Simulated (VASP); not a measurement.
# Ti3Al (P-6m2) in VASP: single point with r2SCAN

Aim: the single point of Ti3Al with r2SCAN.

Program: VASP 6.6.1. These are calculated values, not measurements. Logs are shortened: lines on timing, memory, paths and dates and some standing lists are left out, and cuts for length are marked.

**1. The cell of the first run**

It takes space group P-6m2 (No. 187, hexagonal). The conventional cell has a = 2.895 Å, b = 2.895 Å, c = 9.138 Å, α = 90.00°, β = 90.00°, γ = 120.00°. Within 3.7 Å of Ti (site symmetry -6m2) lie 12 Ti at 2.82 to 2.90 Å. Within 3.7 Å of Ti (site symmetry 3m) lie 9 Ti at 2.82 to 2.90 Å and 3 Al at 2.84 Å. Within 3.7 Å of Al (site symmetry -6m2) lie 6 Ti at 2.84 Å and 6 Al at 2.90 Å.

**2. Single point, r2SCAN**

Input file POSCAR:

```
Ti3Al
1.0
    2.8953889943      0.0000000000      0.0000000000
   -1.4476944972      2.5074804229      0.0000000000
    0.0000000000      0.0000000000      9.1383221274
Ti Al
3 1
Direct
    0.6666666667      0.3333333333      0.0000000000
    0.3333333333      0.6666666667      0.7511775950
    0.3333333333      0.6666666667      0.2488224050
    0.6666666667      0.3333333333      0.5000000000
```

Input file INCAR.step1:

```
  PREC = Accurate
  ENCUT = 520
  ISMEAR = 0
  SIGMA = 0.1
  LREAL = F
  LASPH = T
  NELM = 80
  NBANDS = 28
  GGA = PE
  ALGO = Normal
  EDIFF = 1E-4
  LWAVE = T
  LCHARG = F
```

Input file INCAR.step2:

```
  PREC = Accurate
  ENCUT = 520
  EDIFF = 1E-6
  ISMEAR = 0
  SIGMA = 0.1
  LREAL = F
  LASPH = T
  NELM = 80
  ALGO = Normal
  ISIF = 2
  LWAVE = F
  LCHARG = F
  METAGGA = R2SCAN
  LMIXTAU = T
  NBANDS = 28
  ISTART = 1
```

Input file KPOINTS:

```
Automatic mesh
0
Gamma
  18 18 6
```

Potentials or basis: VASP PAW PBE potentials, release 64 (Ti_sv, Al).

Run with:

```console
> cat potpaw_PBE.64/Ti_sv/POTCAR potpaw_PBE.64/Al/POTCAR > POTCAR
> cp INCAR.step1 INCAR
> mpirun -np 1 vasp_std > vasp.out
> cp INCAR.step2 INCAR
> mpirun -np 1 vasp_std > vasp.out
```

OUTCAR:

```text
PREC = Accurate
   ENCUT = 520
   EDIFF = 1E-6
   ISMEAR = 0
   LREAL = F
   LASPH = T
   NELM = 80
   ISIF = 2
   METAGGA = R2SCAN
   ISTART = 1

 ion  position               nearest neighbor table
   1  0.667  0.333  0.000-   2 2.82   3 2.82   2 2.82   3 2.82   2 2.82   3 2.82
   2  0.333  0.667  0.751-   1 2.82   1 2.82   1 2.82   4 2.84   4 2.84   4 2.84
   3  0.333  0.667  0.249-   1 2.82   1 2.82   1 2.82   4 2.84   4 2.84   4 2.84
   4  0.667  0.333  0.500-   2 2.84   3 2.84   2 2.84   3 2.84   2 2.84   3 2.84

  LATTYP: Found a hexagonal cell.
 ALAT       =     2.8953889943
 C/A-ratio  =     3.1561638679

  Lattice vectors:

 A1 = (   2.8953889943,   0.0000000000,   0.0000000000)
 A2 = (  -1.4476944972,   2.5074804229,   0.0000000000)
 A3 = (   0.0000000000,   0.0000000000,   9.1383221274)

Analysis of symmetry for initial positions (statically):
=====================================================================
 Subroutine PRICEL returns:
 Original cell was already a primitive cell.

 Routine SETGRP: Setting up the symmetry group for a
 hexagonal supercell.

 Subroutine GETGRP returns: Found 12 space group operations
 (whereof 12 operations were pure point group operations)
 out of a pool of 24 trial point group operations.

The static configuration has the point symmetry D_3h.

Analysis of symmetry for dynamics (positions and initial velocities):
=====================================================================
 Subroutine PRICEL returns:
 Original cell was already a primitive cell.

 Routine SETGRP: Setting up the symmetry group for a
 hexagonal supercell.

 Subroutine GETGRP returns: Found 12 space group operations
 (whereof 12 operations were pure point group operations)
 out of a pool of 24 trial point group operations.

The dynamic configuration has the point symmetry D_3h.

 Subroutine INISYM returns: Found 12 space group operations
 (whereof 12 operations are pure point group operations),
 and found     1 'primitive' translations

----------------------------------------------------------------------------------------

                                     Primitive cell

  volume of cell :      66.3454

  direct lattice vectors                    reciprocal lattice vectors
     2.895388994  0.000000000  0.000000000     0.345376736  0.199403351  0.000000000
    -1.447694497  2.507480423  0.000000000     0.000000000  0.398806703  0.000000000
     0.000000000  0.000000000  9.138322127     0.000000000  0.000000000  0.109429279

  length of vectors
     2.895388994  2.895388994  9.138322127     0.398806703  0.398806703  0.109429279

  position of ions in fractional coordinates (direct lattice)
     0.666666667  0.333333333  0.000000000
     0.333333333  0.666666667  0.751177595
     0.333333333  0.666666667  0.248822405
     0.666666667  0.333333333  0.500000000

  ion indices of the primitive-cell ions
   primitive index   ion index
                 1           1
                 2           2
                 3           3
                 4           4

----------------------------------------------------------------------------------------

 KPOINTS: Automatic mesh

Automatic generation of k-mesh.
 Grid dimensions read from file:
 generate k-points for:   18   18    6

 Generating k-lattice:

  Cartesian coordinates                     Fractional coordinates (reciprocal lattice)
     0.019187596  0.011077964  0.000000000     0.055555556  0.000000000  0.000000000
     0.000000000  0.022155928  0.000000000     0.000000000  0.055555556  0.000000000
     0.000000000  0.000000000  0.018238213     0.000000000  0.000000000  0.166666667

  Length of vectors
     0.022155928  0.022155928  0.018238213

  Shift w.r.t. Gamma in fractional coordinates (k-lattice)
     0.000000000  0.000000000  0.000000000

 Subroutine IBZKPT returns following result:
 ===========================================

 Found    148 irreducible k-points:

 Following reciprocal coordinates:
            Coordinates               Weight
  0.000000  0.000000  0.000000      1.000000
  0.055556  0.000000  0.000000      6.000000
  0.111111  0.000000  0.000000      6.000000
  0.166667  0.000000  0.000000      6.000000
  0.222222  0.000000  0.000000      6.000000
  0.277778  0.000000  0.000000      6.000000
[... 16 lines left out ...]
  0.333333  0.111111  0.000000     12.000000
  0.388889  0.111111  0.000000     12.000000
 [... further k-points ...]
   k-points           NKPTS =    148   k-points in BZ     NKDIM =    148   number of bands    NBANDS=     28
   number of dos      NEDOS =    301   number of ions     NIONS =      4
   total plane-waves  NPLWV =  40320
   dimension x,y,z NGX =    24 NGY =   24 NGZ =   70
   dimension x,y,z NGXF=    48 NGYF=   48 NGZF=  140
   ions per type =               3   1
   NGX,Y,Z   is equivalent  to a cutoff of  13.78, 13.78, 12.73 a.u.
   NGXF,Y,Z  is equivalent  to a cutoff of  27.56, 27.56, 25.47 a.u.
 SYSTEM =  unknown system
   PREC   = accura    normal or accurate (medium, high low for compatibility)
   ISTART =      1    job   : 0-new  1-cont  2-samecut
   ICHARG =      0    charge: 1-file 2-atom 10-const
   ISPIN  =      1    spin polarized calculation?
   LNONCOLLINEAR =      F non collinear calculations
   LSORBIT =      F    spin-orbit coupling
   LASPH  =      T    aspherical Exc in radial PAW
   ENCUT  =  520.0 eV  38.22 Ry    6.18 a.u.   5.38  5.38 16.99*2*pi/ulx,y,z
   NELM   =     80;   NELMIN=  2; NELMDL=  0     # of ELM steps
   EDIFF  = 0.1E-05   stopping-criterion for ELM
   LREAL  =      F    real-space projection
   EDIFFG = 0.1E-04   stopping-criterion for IOM
   NSW    =      0    number of steps for IOM
   IBRION =     -1    ionic relax: 0-MD 1-quasi-New 2-CG
   NFREE  =      0    steps in history (QN), initial steepest desc. (CG)
   ISIF   =      2    stress and relaxation
   ISYM   =      2    0-nonsym 1-usesym 2-fastsym
   POTIM  = 0.5000    time-step for ionic-motion
   TEBEG  =    0.0;   TEEND  =   0.0 temperature during run
   PSTRESS=    0.0 pullay stress
   NELECT =      39.0000    total number of electrons
   NUPDOWN=      -1.0000    fix difference up-down
   EMIN   =  10.00;   EMAX   =-10.00  energy-range for DOS
   EFERMI =   0.00;   METHOD = LEGACY
   ISMEAR =     0;   SIGMA  =   0.10  broadening in eV -4-tet -1-fermi 0-gaus
   EFERMI_NEDOS =   21; number of points for ismear=-14 and -15
   IALGO  =     38    algorithm
   IMIX   =      4    mixing-type and parameters
     AMIX     =   0.40;   BMIX     =  1.00
     AMIX_MAG =   1.60;   BMIX_MAG =  1.00
  volume/ion in A,a.u.               =      16.59       111.93
  Fermi-wavevector in a.u.,A,eV,Ry     =   1.371385  2.591542 25.588433  1.880697
  Thomas-Fermi vector in A             =   2.497087
   LORBIT       =      0    0 simple, 1 ext, 2 COOP (PROOUT), +10 PAW based schemes
   METAGGA = R2SCAN    functional components
   LHFCALC =     F    Hartree Fock is set to
   AEXX    =    0.0000 exact exchange contribution
   IVDW    =     0    specifies the selected vdW correction
   LEPSILON=     F    determine dielectric tensor
   LRPA    =     F    only Hartree local field effects (RPA)
 non-spin polarized calculation
 Gauss-broadening in eV      SIGMA  =   0.10
  energy-cutoff  :      520.00
  volume of cell :       66.35
 maximum number of plane-waves:      1828
 NGX is ok and might be reduce to    24
   NGX = 11   NGY = 11   NGZ = 33

 number of electron      38.9999993 magnetization

 Free energy of the ion-electron system (eV)
  ---------------------------------------------------
  ext. energy  EPLUGINS =         0.00000000
  ---------------------------------------------------
  free energy    TOTEN  =       -46.14440772 eV

  energy without entropy =      -46.12929278  energy(sigma->0) =      -46.13685025

 E-fermi :   8.3536     XC(G=0): -12.2032

 val. band max:        8.3528828079   @ k =   0.2222   0.0000   0.5000
 cond. band min:       8.3569330965   @ k =   0.2222   0.2222   0.1667
 fundamental gap:      0.0040502885
 Fermi energy:         8.3535852771

 k-point     1 :       0.0000    0.0000    0.0000
  band No.  band energies     occupation
      1     -50.6839      2.00000
      2     -50.6213      2.00000
      3     -50.5566      2.00000
      4     -26.2057      2.00000
      5     -25.9093      2.00000
      6     -25.5864      2.00000
[... 20 lines left out ...]
     27      10.7506      0.00000
     28      11.4170      0.00000

 k-point     2 :       0.0556    0.0000    0.0000
  band No.  band energies     occupation
      1     -50.6804      2.00000
      2     -50.6186      2.00000
      3     -50.5548      2.00000
      4     -26.1997      2.00000
      5     -25.9093      2.00000
      6     -25.5949      2.00000
[... 20 lines left out ...]
     27      10.7146      0.00000
     28      11.3780      0.00000

 k-point     3 :       0.1111    0.0000    0.0000
  band No.  band energies     occupation
      1     -50.6701      2.00000
      2     -50.6108      2.00000
      3     -50.5496      2.00000
      4     -26.1823      2.00000
      5     -25.9110      2.00000
      6     -25.6253      2.00000
[... 20 lines left out ...]
     27      10.6308      0.00000
     28      11.2938      0.00000

 k-point     4 :       0.1667    0.0000    0.0000
  band No.  band energies     occupation
      1     -50.6542      2.00000
      2     -50.5990      2.00000
      3     -50.5419      2.00000
      4     -26.1557      2.00000
      5     -25.9192      2.00000
      6     -25.6831      2.00000
[... 578 lines left out ...]
     27      11.4869      0.00000
     28      11.5985      0.00000

 k-point    23 :       0.3333    0.1111    0.0000
  band No.  band energies     occupation
      1     -50.5652      2.00000
      2     -50.5390      2.00000
      3     -50.5111      2.00000
      4     -26.1007      2.00000
      5     -26.0965      2.00000
      6     -25.9661      2.00000
[... 20 lines left out ...]
     27      11.5995      0.00000
     28      11.7919      0.00000

 k-point    24 :       0.3889    0.1111    0.0000
  band No.  band energies     occupation
      1     -50.5517      2.00000
      2     -50.5316      2.00000
      3     -50.5100      2.00000
      4     -26.1374      2.00000
      5     -26.1181      2.00000
      6     -26.0011      2.00000
[... 20 lines left out ...]
     27      11.6466      0.00000
     28      12.0217      0.00000

 [... further k-points ...]

------------------------ aborting loop because EDIFF is reached ----------------------------------------

  FORCE on cell =-STRESS in cart. coord.  units (eV):
  Direction    XX          YY          ZZ          XY          YZ          ZX
  --------------------------------------------------------------------------------------
  -------------------------------------------------------------------------------------
  Total        1.3863726      1.3863726      1.2819715     -0.0000000      0.0000000      0.0000000
  in kB       33.4795498     33.4795498     30.9583646     -0.0000000      0.0000000      0.0000000
  external PRESSURE =      32.6391547 kB  Pullay stress =       0.0000000 kB

 VOLUME and BASIS-vectors are now :
 -----------------------------------------------------------------------------
  energy-cutoff  :      520.00
  volume of cell :       66.35
      direct lattice vectors                 reciprocal lattice vectors
     2.895388994  0.000000000  0.000000000     0.345376736  0.199403351  0.000000000
    -1.447694497  2.507480423  0.000000000     0.000000000  0.398806703  0.000000000
     0.000000000  0.000000000  9.138322127     0.000000000  0.000000000  0.109429279

 POSITION                                       TOTAL-FORCE (eV/Angst)
 -----------------------------------------------------------------------------------
      1.44769      0.83583      0.00000         0.000000     -0.000000      0.000000
     -0.00000      1.67165      6.86450         0.000000     -0.000000     -0.100729
     -0.00000      1.67165      2.27382         0.000000     -0.000000      0.100729
      1.44769      0.83583      4.56916        -0.000000      0.000000      0.000000
 -----------------------------------------------------------------------------------
    total drift:                               -0.000002      0.000001      0.000000

  FREE ENERGIE OF THE ION-ELECTRON SYSTEM (eV)
  ---------------------------------------------------
  free  energy   TOTEN  =       -46.1444077150 eV

  energy  without entropy=      -46.1292927793  energy(sigma->0) =      -46.13685025
```

Wall time 8.6 min (1 thread of Intel Xeon 6975P-C (Granite Rapids), shared host); peak memory 0.36 GiB.

What came out:

- Free energy: -46.1444 eV
- Pressure: 3.3 GPa
- Largest force: 0.101 eV/Å
- Band gap on the k mesh: zero (an odd number of electrons rules out a gap without spin polarisation)

Forces on the atoms (eV/Å):
```
Ti   0.000  0.000  0.000
Ti   0.000  0.000 -0.101
Ti   0.000  0.000  0.101
Al   0.000  0.000  0.000
```

Caveat: the cell stands under pressure; the PAW data sets were made with another functional, which shifts forces and pressure a little.
